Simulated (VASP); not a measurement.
Runs of VASP 6.6.1 on Cu. The structure is that of space group Im-3m (No. 229), or close to it. The cells are those of the table. 

| task | cell | k mesh | cutoff (eV) | gap on the mesh (eV) | pressure (GPa) | relaxed volume (Å³/atom) |
| --- | --- | --- | --- | --- | --- | --- |
| relaxation of cell and atoms | relaxed from a = 2.452 Å, angles 109.5°, 1 atom | 20 × 20 × 20 | 600 | none | 0.0 | 11.41 |
| relaxation of cell and atoms | relaxed from a = 2.621 Å, angles 109.5°, 1 atom | 10 × 10 × 10 | 600 | none | 0.0 | (b) |
| single point | a = 2.621 Å, angles 109.5°, 1 atom | 8 × 8 × 8 | 520 | none | -19.4 | - |
| single point | a = 2.452 Å, angles 109.5°, 1 atom | 10 × 10 × 10 | 520 | none | 0.7 | - |
| single point | a = 2.452 Å, angles 109.5°, 1 atom | 20 × 20 × 20 | 520 | none | (a) | - |

Alike in all rows: level PBEsol; potentials or basis VASP PAW PBE potentials, release 64 (Cu); no spin polarisation; smearing gaussian 0.1 eV.

Question: Fill in the values left out.

Answer: (a) 0.8; (b) 11.40.

Caveats: some runs use coarse meshes; the PAW data sets were made with another functional, which shifts forces and pressure a little; the volume moved by over 15 % at a fixed basis, so the end points are rough (some runs).

A gap of «none» marks levels without a gap at the run's occupations.
